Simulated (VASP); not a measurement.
# MgO (Fm-3m) in VASP: further runs

Runs on MgO. Level: PBE. Tasks: single point, relaxation of cell and atoms.

Everything below comes from runs of VASP 6.6.1. Logs are shortened: lines on timing, memory, paths and dates and some standing lists are left out, and cuts for length are marked.

**What was measured.**

“Electronic structure of alkaline earth and post-transition metal oxides”, 2009, arxiv:0908.1581 quotes, for a bulk crystal of MgO: band gap 7.83 eV.

How close the calculation comes is told below.

## Step 1: The cell of the first run

The structure is cubic, space group Fm-3m (No. 225). The conventional cell has a = 4.310 Å, b = 4.310 Å, c = 4.310 Å, α = 90.00°, β = 90.00°, γ = 90.00°. Within 2.9 Å of Mg (site symmetry m-3m) lie 6 O at 2.16 Å. Within 2.9 Å of O (site symmetry m-3m) lie 6 Mg at 2.16 Å.

## Step 2: Single point, PBE

INCAR

```
SYSTEM = MgO
  ALGO = Normal
  EDIFF = 1E-7
  ENCUT = 520
  GGA = PE
  ISIF = 2
  ISMEAR = -1
  LASPH = .True.
  LCHARG = .False.
  LREAL = .False.
  LWAVE = .False.
  NBANDS = 11
  NELM = 100
  PREC = Accurate
  SIGMA = 0.1
```

KPOINTS

```
k-points
0
Gamma
  10 10 10
  0 0 0
```

POSCAR

```
MgO
1.0
    0.0000000000      2.1550371600      2.1550371600
    2.1550371600      0.0000000000      2.1550371600
    2.1550371600      2.1550371600      0.0000000000
Mg O
1 1
Direct
    0.0000000000      0.0000000000      0.0000000000
    0.5000000000      0.5000000000      0.5000000000
```

Potentials or basis: VASP PAW PBE potentials, release 64 (Mg, O).

Started as:

```bash
$ cat potpaw_PBE.64/Mg/POTCAR potpaw_PBE.64/O/POTCAR > POTCAR
$ mpirun -np 1 vasp_std > vasp.out
```

OUTCAR:

```text
SYSTEM = MgO
   EDIFF = 1E-7
   ENCUT = 520
   GGA = PE
   ISIF = 2
   ISMEAR = -1
   LASPH = .True.
   LREAL = .False.
   NELM = 100
   PREC = Accurate

 ion  position               nearest neighbor table
   1  0.000  0.000  0.000-   2 2.16   2 2.16   2 2.16   2 2.16   2 2.16   2 2.16
   2  0.500  0.500  0.500-   1 2.16   1 2.16   1 2.16   1 2.16   1 2.16   1 2.16

  LATTYP: Found a face centered cubic cell.
 ALAT       =     4.3100743200

  Lattice vectors:

 A1 = (   0.0000000000,   2.1550371600,   2.1550371600)
 A2 = (   2.1550371600,   0.0000000000,   2.1550371600)
 A3 = (   2.1550371600,   2.1550371600,   0.0000000000)

Analysis of symmetry for initial positions (statically):
=====================================================================
 Subroutine PRICEL returns:
 Original cell was already a primitive cell.

 Routine SETGRP: Setting up the symmetry group for a
 face centered cubic supercell.

 Subroutine GETGRP returns: Found 48 space group operations
 (whereof 48 operations were pure point group operations)
 out of a pool of 48 trial point group operations.

The static configuration has the point symmetry O_h .

Analysis of symmetry for dynamics (positions and initial velocities):
=====================================================================
 Subroutine PRICEL returns:
 Original cell was already a primitive cell.

 Routine SETGRP: Setting up the symmetry group for a
 face centered cubic supercell.

 Subroutine GETGRP returns: Found 48 space group operations
 (whereof 48 operations were pure point group operations)
 out of a pool of 48 trial point group operations.

The dynamic configuration has the point symmetry O_h .

 Subroutine INISYM returns: Found 48 space group operations
 (whereof 48 operations are pure point group operations),
 and found     1 'primitive' translations

----------------------------------------------------------------------------------------

                                     Primitive cell

  volume of cell :      20.0168

  direct lattice vectors                    reciprocal lattice vectors
     0.000000000  2.155037160  2.155037160    -0.232014561  0.232014561  0.232014561
     2.155037160  0.000000000  2.155037160     0.232014561 -0.232014561  0.232014561
     2.155037160  2.155037160  0.000000000     0.232014561  0.232014561 -0.232014561

  length of vectors
     3.047682779  3.047682779  3.047682779     0.401861007  0.401861007  0.401861007

  position of ions in fractional coordinates (direct lattice)
     0.000000000  0.000000000  0.000000000
     0.500000000  0.500000000  0.500000000

  ion indices of the primitive-cell ions
   primitive index   ion index
                 1           1
                 2           2

----------------------------------------------------------------------------------------

 KPOINTS: k-points

Automatic generation of k-mesh.
 Grid dimensions read from file:
 generate k-points for:   10   10   10

 Generating k-lattice:

  Cartesian coordinates                     Fractional coordinates (reciprocal lattice)
    -0.023201456  0.023201456  0.023201456     0.100000000  0.000000000  0.000000000
     0.023201456 -0.023201456  0.023201456     0.000000000  0.100000000  0.000000000
     0.023201456  0.023201456 -0.023201456     0.000000000  0.000000000  0.100000000

  Length of vectors
     0.040186101  0.040186101  0.040186101

  Shift w.r.t. Gamma in fractional coordinates (k-lattice)
     0.000000000  0.000000000  0.000000000

 Subroutine IBZKPT returns following result:
 ===========================================

 Found     47 irreducible k-points:

 Following reciprocal coordinates:
            Coordinates               Weight
  0.000000  0.000000  0.000000      1.000000
  0.100000  0.000000  0.000000      8.000000
  0.200000  0.000000  0.000000      8.000000
  0.300000  0.000000  0.000000      8.000000
  0.400000  0.000000  0.000000      8.000000
  0.500000  0.000000  0.000000      4.000000
[... 16 lines left out ...]
  0.300000  0.300000  0.000000      6.000000
  0.400000  0.300000  0.000000     24.000000
 [... further k-points ...]
   k-points           NKPTS =     47   k-points in BZ     NKDIM =     47   number of bands    NBANDS=     11
   number of dos      NEDOS =    301   number of ions     NIONS =      2
   total plane-waves  NPLWV =  13824
   dimension x,y,z NGX =    24 NGY =   24 NGZ =   24
   dimension x,y,z NGXF=    48 NGYF=   48 NGZF=   48
   ions per type =               1   1
   NGX,Y,Z   is equivalent  to a cutoff of  13.09, 13.09, 13.09 a.u.
   NGXF,Y,Z  is equivalent  to a cutoff of  26.18, 26.18, 26.18 a.u.
 SYSTEM =  MgO
   PREC   = accura    normal or accurate (medium, high low for compatibility)
   ISTART =      0    job   : 0-new  1-cont  2-samecut
   ICHARG =      2    charge: 1-file 2-atom 10-const
   ISPIN  =      1    spin polarized calculation?
   LNONCOLLINEAR =      F non collinear calculations
   LSORBIT =      F    spin-orbit coupling
   LASPH  =      T    aspherical Exc in radial PAW
   ENCUT  =  520.0 eV  38.22 Ry    6.18 a.u.   5.67  5.67  5.67*2*pi/ulx,y,z
   NELM   =    100;   NELMIN=  2; NELMDL= -5     # of ELM steps
   EDIFF  = 0.1E-06   stopping-criterion for ELM
   LREAL  =      F    real-space projection
   EDIFFG = 0.1E-05   stopping-criterion for IOM
   NSW    =      0    number of steps for IOM
   IBRION =     -1    ionic relax: 0-MD 1-quasi-New 2-CG
   NFREE  =      0    steps in history (QN), initial steepest desc. (CG)
   ISIF   =      2    stress and relaxation
   ISYM   =      2    0-nonsym 1-usesym 2-fastsym
   POTIM  = 0.5000    time-step for ionic-motion
   TEBEG  =    0.0;   TEEND  =   0.0 temperature during run
   PSTRESS=    0.0 pullay stress
   NELECT =       8.0000    total number of electrons
   NUPDOWN=      -1.0000    fix difference up-down
   EMIN   =  10.00;   EMAX   =-10.00  energy-range for DOS
   EFERMI =   0.00;   METHOD = LEGACY
   ISMEAR =    -1;   SIGMA  =   0.10  broadening in eV -4-tet -1-fermi 0-gaus
   EFERMI_NEDOS =   21; number of points for ismear=-14 and -15
   IALGO  =     38    algorithm
   IMIX   =      4    mixing-type and parameters
     AMIX     =   0.40;   BMIX     =  1.00
     AMIX_MAG =   1.60;   BMIX_MAG =  1.00
  volume/ion in A,a.u.               =      10.01        67.54
  Fermi-wavevector in a.u.,A,eV,Ry     =   1.205887  2.278797 19.785106  1.454164
  Thomas-Fermi vector in A             =   2.341571
   LORBIT       =      0    0 simple, 1 ext, 2 COOP (PROOUT), +10 PAW based schemes
   GGA     = PE    functional components
   LHFCALC =     F    Hartree Fock is set to
   AEXX    =    0.0000 exact exchange contribution
   IVDW    =     0    specifies the selected vdW correction
   LEPSILON=     F    determine dielectric tensor
   LRPA    =     F    only Hartree local field effects (RPA)
 non-spin polarized calculation
  energy-cutoff  :      520.00
  volume of cell :       20.02
 maximum number of plane-waves:       548
   NGX = 11   NGY = 11   NGZ = 11

 number of electron       7.9999998 magnetization

 Free energy of the ion-electron system (eV)
  ---------------------------------------------------
  ext. energy  EPLUGINS =         0.00000000
  ---------------------------------------------------
  free energy    TOTEN  =       -11.89555261 eV

  energy without entropy =      -11.89555261  energy(sigma->0) =      -11.89555261

 E-fermi :   4.7900     XC(G=0): -10.7564

 val. band max:        2.6881180197   @ k =   0.0000   0.0000   0.0000
 cond. band min:       6.7716470032   @ k =   0.0000   0.0000   0.0000
 fundamental gap:      4.0835289836
 Fermi energy:         4.7900327643

 k-point     1 :       0.0000    0.0000    0.0000
  band No.  band energies     occupation
      1     -14.2364      2.00000
      2       2.6881      2.00000
      3       2.6881      2.00000
      4       2.6881      2.00000
      5       6.7716      0.00000
      6      18.0951      0.00000
      7      18.0951      0.00000
      8      18.0951      0.00000
      9      21.8344      0.00000
     10      23.5300      0.00000
     11      23.5300      0.00000

 k-point     2 :       0.1000    0.0000    0.0000
  band No.  band energies     occupation
      1     -14.1429      2.00000
      2       2.0481      2.00000
      3       2.6283      2.00000
      4       2.6283      2.00000
      5       7.4084      0.00000
      6      16.8639      0.00000
      7      18.3088      0.00000
      8      18.3088      0.00000
      9      22.6961      0.00000
     10      22.6961      0.00000
     11      23.3533      0.00000

 k-point     3 :       0.2000    0.0000    0.0000
  band No.  band energies     occupation
      1     -13.8873      2.00000
      2       0.7946      2.00000
      3       2.4766      2.00000
      4       2.4766      2.00000
      5       8.6086      0.00000
      6      15.3331      0.00000
      7      18.7033      0.00000
      8      18.7033      0.00000
      9      21.9944      0.00000
     10      21.9944      0.00000
     11      23.8561      0.00000

 k-point     4 :       0.3000    0.0000    0.0000
  band No.  band energies     occupation
      1     -13.5447      2.00000
      2      -0.4302      2.00000
      3       2.2978      2.00000
      4       2.2978      2.00000
      5       9.6026      0.00000
      6      14.5220      0.00000
      7      18.6960      0.00000
      8      18.6960      0.00000
      9      22.4587      0.00000
     10      22.4587      0.00000
     11      23.2370      0.00000

 k-point     5 :       0.4000    0.0000    0.0000
  band No.  band energies     occupation
      1     -13.2417      2.00000
      2      -1.3119      2.00000
      3       2.1594      2.00000
      4       2.1594      2.00000
      5      10.0623      0.00000
      6      14.4313      0.00000
      7      18.4228      0.00000
      8      18.4228      0.00000
      9      22.7366      0.00000
     10      23.6516      0.00000
     11      23.6516      0.00000
[... 211 lines left out ...]
 k-point    21 :      -0.3000    0.2000    0.0000
  band No.  band energies     occupation
      1     -13.1710      2.00000
      2      -0.7614      2.00000
      3       1.0210      2.00000
      4       2.1062      2.00000
      5      11.3728      0.00000
      6      14.1165      0.00000
      7      16.0982      0.00000
      8      19.2111      0.00000
      9      22.3352      0.00000
     10      22.9146      0.00000
     11      26.5829      0.00000

 k-point    22 :      -0.2000    0.2000    0.0000
  band No.  band energies     occupation
      1     -13.4423      2.00000
      2      -0.2471      2.00000
      3       1.4586      2.00000
      4       2.2990      2.00000
      5      10.4820      0.00000
      6      14.2155      0.00000
      7      17.0262      0.00000
      8      19.6587      0.00000
      9      20.6500      0.00000
     10      23.2455      0.00000
     11      26.3238      0.00000

 k-point    23 :       0.3000    0.3000    0.0000
  band No.  band energies     occupation
      1     -13.3650      2.00000
      2      -0.2852      2.00000
      3       1.8200      2.00000
      4       1.8200      2.00000
      5      10.8341      0.00000
      6      12.9713      0.00000
      7      16.3702      0.00000
      8      19.7947      0.00000
      9      19.7947      0.00000
     10      26.0616      0.00000
     11      28.6817      0.00000

 k-point    24 :       0.4000    0.3000    0.0000
  band No.  band energies     occupation
      1     -13.1499      2.00000
      2      -0.6678      2.00000
      3       1.4820      2.00000
      4       1.6840      2.00000
      5      11.5803      0.00000
      6      12.6573      0.00000
      7      15.5692      0.00000
      8      19.9727      0.00000
      9      20.1687      0.00000
     10      26.7333      0.00000
     11      28.3099      0.00000

 [... further k-points ...]

------------------------ aborting loop because EDIFF is reached ----------------------------------------

  FORCE on cell =-STRESS in cart. coord.  units (eV):
  Direction    XX          YY          ZZ          XY          YZ          ZX
  --------------------------------------------------------------------------------------
  -------------------------------------------------------------------------------------
  Total       -0.7706139     -0.7706139     -0.7706139      0.0000000     -0.0000000      0.0000000
  in kB      -61.6812431    -61.6812431    -61.6812431      0.0000000     -0.0000000      0.0000000
  external PRESSURE =     -61.6812431 kB  Pullay stress =       0.0000000 kB

 VOLUME and BASIS-vectors are now :
 -----------------------------------------------------------------------------
  energy-cutoff  :      520.00
  volume of cell :       20.02
      direct lattice vectors                 reciprocal lattice vectors
     0.000000000  2.155037160  2.155037160    -0.232014561  0.232014561  0.232014561
     2.155037160  0.000000000  2.155037160     0.232014561 -0.232014561  0.232014561
     2.155037160  2.155037160  0.000000000     0.232014561  0.232014561 -0.232014561

 POSITION                                       TOTAL-FORCE (eV/Angst)
 -----------------------------------------------------------------------------------
      0.00000      0.00000      0.00000         0.000000      0.000000      0.000000
      2.15504      2.15504      2.15504        -0.000000     -0.000000      0.000000
 -----------------------------------------------------------------------------------
    total drift:                               -0.000000     -0.000000      0.000000

  FREE ENERGIE OF THE ION-ELECTRON SYSTEM (eV)
  ---------------------------------------------------
  free  energy   TOTEN  =       -11.8955526138 eV

  energy  without entropy=      -11.8955526137  energy(sigma->0) =      -11.89555261
```

Wall time 23 s (1 thread of AMD EPYC 7R13, shared host); peak memory 0.11 GiB.

What came out:

```yaml
Free_energy: -11.8956 eV
Pressure: -6.2 GPa
Band_gap_on_the_k_mesh: 4.08 eV, direct
```

Levels at points of the mesh, in eV from the valence-band top:
| k point | band 1 | band 2 | band 3 | band 4 | band 5 | band 6 | band 7 | band 8 |
| --- | --- | --- | --- | --- | --- | --- | --- | --- |
| (0.00, 0.00, 0.00) | -16.92 | 0.00 | 0.00 | 0.00 | 4.08 | 15.41 | 15.41 | 15.41 |
| (0.50, 0.00, 0.00) | -15.81 | -4.32 | -0.58 | -0.58 | 7.47 | 11.83 | 15.61 | 15.61 |
| (0.50, 0.50, 0.00) | -15.57 | -3.81 | -1.25 | -1.25 | 9.03 | 9.24 | 12.38 | 17.94 |

PBE gaps usually lie below the measured ones, often by a third to a half.

## Step 3: Single point, PBE

This run uses another cell than the first one, of 9.62 Å³/atom, 0.961 times its volume.

INCAR

```
SYSTEM = MgO
PREC = Accurate
ENCUT = 520
EDIFF = 1E-6
ISMEAR = -1
SIGMA = 0.1
LREAL = .False.
LASPH = .True.
NELM = 100
ALGO = Normal
ISIF = 2
LWAVE = .False.
LCHARG = .True.
GGA = PE
LELF = .True.
LVHAR = .True.
NBANDS = 11
```

KPOINTS

```
regular mesh
0
Gamma
  10 10 10
  0 0 0
```

POSCAR

```
MgO
1.0
    0.0000000000      2.1269453486      2.1269453486
    2.1269453486      0.0000000000      2.1269453486
    2.1269453486      2.1269453486      0.0000000000
Mg O
1 1
Direct
    0.0000000000      0.0000000000      0.0000000000
    0.5000000000      0.5000000000      0.5000000000
```

Potentials or basis: VASP PAW PBE potentials, release 64 (Mg, O).

Started as:

```bash
$ cat potpaw_PBE.64/Mg/POTCAR potpaw_PBE.64/O/POTCAR > POTCAR
$ mpirun -np 1 vasp_std > vasp.out
```

Wall time 7.3 s (1 thread of Intel Xeon 6975P-C, shared host); peak memory 0.14 GiB.

It converged, with:

```
Free energy            : -11.9117 eV
Pressure               : -0.8 GPa
Band gap on the k mesh : 4.44 eV, direct
```

Levels at points of the mesh, in eV from the valence-band top:
| k point | band 1 | band 2 | band 3 | band 4 | band 5 | band 6 | band 7 | band 8 | band 9 |
| --- | --- | --- | --- | --- | --- | --- | --- | --- | --- |
| (0.00, 0.00, 0.00) | -17.11 | 0.00 | 0.00 | 0.00 | 4.44 | 15.63 | 15.63 | 15.63 | 19.47 |
| (0.50, 0.00, 0.00) | -15.90 | -4.49 | -0.62 | -0.62 | 7.71 | 12.27 | 16.01 | 16.01 | 20.45 |
| (0.50, 0.50, 0.00) | -15.66 | -3.96 | -1.31 | -1.31 | 9.08 | 9.65 | 12.79 | 18.52 | 18.52 |

(Part 1 of 2 ends here.)
